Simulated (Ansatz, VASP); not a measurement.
**One calculation of AlNi2, two programs**

Contents of POSCAR:

```
AlNi2
1.0
    3.6802661266      0.0000000000      0.0000000000
   -1.8401330633      3.1872039583      0.0000000000
    0.0000000000      0.0000000000      4.9093310339
Al Ni
2 4
Direct
    0.3333333333      0.6666666667      0.1899341817
    0.6666666667      0.3333333333      0.8100658183
    0.3333333333      0.6666666667      0.6853320868
    0.6666666667      0.3333333333      0.3146679132
    0.0000000000      0.0000000000      0.5000000000
    0.0000000000      0.0000000000      0.0000000000
```

File INCAR.step1:

```
SYSTEM = AlNi2
ALGO = Normal
EDIFF = 1E-4
ENCUT = 520
GGA = PE
ISMEAR = 0
LASPH = .True.
LCHARG = .False.
LREAL = .False.
LWAVE = .True.
NBANDS = 32
NELM = 100
PREC = Accurate
SIGMA = 0.15
```

Contents of INCAR.step2:

```
SYSTEM = AlNi2
ALGO = Normal
EDIFF = 1E-6
ENCUT = 520
ISIF = 2
ISMEAR = 0
ISTART = 1
LASPH = .True.
LCHARG = .True.
LELF = .True.
LMIXTAU = .True.
LREAL = .False.
LVHAR = .True.
LWAVE = .False.
METAGGA = R2SCAN
NBANDS = 32
NELM = 100
PREC = Accurate
SIGMA = 0.15
```

KPOINTS

```
k-points
0
Gamma
  12 12 10
  0 0 0
```

Input for Ansatz:

```yaml
crystal:
  lattice:
    - [3.6802661266, 0.0, 0.0]
    - [-1.8401330633, 3.1872039583, 0.0]
    - [0.0, 0.0, 4.9093310339]
  atoms:
    - { symbol: Al, position: [0.3333333333, 0.6666666667, 0.1899341817] }
    - { symbol: Al, position: [0.6666666667, 0.3333333333, 0.8100658183] }
    - { symbol: Ni, position: [0.3333333333, 0.6666666667, 0.6853320868] }
    - { symbol: Ni, position: [0.6666666667, 0.3333333333, 0.3146679132] }
    - { symbol: Ni, position: [0.0, 0.0, 0.5] }
    - { symbol: Ni, position: [0.0, 0.0, 0.0] }
basis:
  ecutwfc: 500
kpoints:
  mp_grid: { grid: [12, 12, 10] }
hamiltonian:
  xc: r2scan
scf:
  occupations: { method: gaussian, width: 0.15 }
output:
  forces: true
  stress: true
  eigenvalues: true
  write_density: true
  write_potential: true
  elf: true
  volumetric_format: npy
```

Change from the starting cell: strain -0.0750 x Voigt [1, 1, 0, 0, 0, 0], atoms carried along.

Alike in both runs: task single point; functional r2SCAN; k mesh 12 × 12 × 10; occupations gaussian, width 0.15 eV; no spin polarisation.

|  | VASP | Ansatz |
| --- | --- | --- |
| version | VASP 6.6.1 | Ansatz 0.2.0 |
| potentials or method | VASP PAW PBE potentials, release 64 (Al, Ni), cutoff 520 eV | scalar-relativistic, plane waves, PAW |
| valence electrons in the cell | 46 | 78 |

VASP gave:

| Property | Result |
| --- | --- |
| gap on the k mesh at the Fermi level (eV) | none |
| pressure (GPa) | 44.2 |
| traceless stress, the component that is largest in VASP (GPa) | -22.91 |
| rms of the force components (eV/Å) | 0.051 |

Problem. Which values does Ansatz return?

Solution. gap on the k mesh at the Fermi level (eV): none; pressure (GPa): 44.4; traceless stress, the component that is largest in VASP (GPa): -23.04; rms of the force components (eV/Å): 0.052.

VASP's potentials were made for PBE, not for r2SCAN. Atom by atom the forces differ by 0.005 eV/Å (rms over components). A gap of «none» marks a metal or a gap that the smearing closes. Both programs put the cell under a high pressure, so it lies far from rest at this level. With one functional, cell and mesh, what is left measures potentials, basis and numerics. VASP's potentials hold 46 valence electrons a cell and Ansatz's 78, so a difference there can come from the potentials and not from the codes.
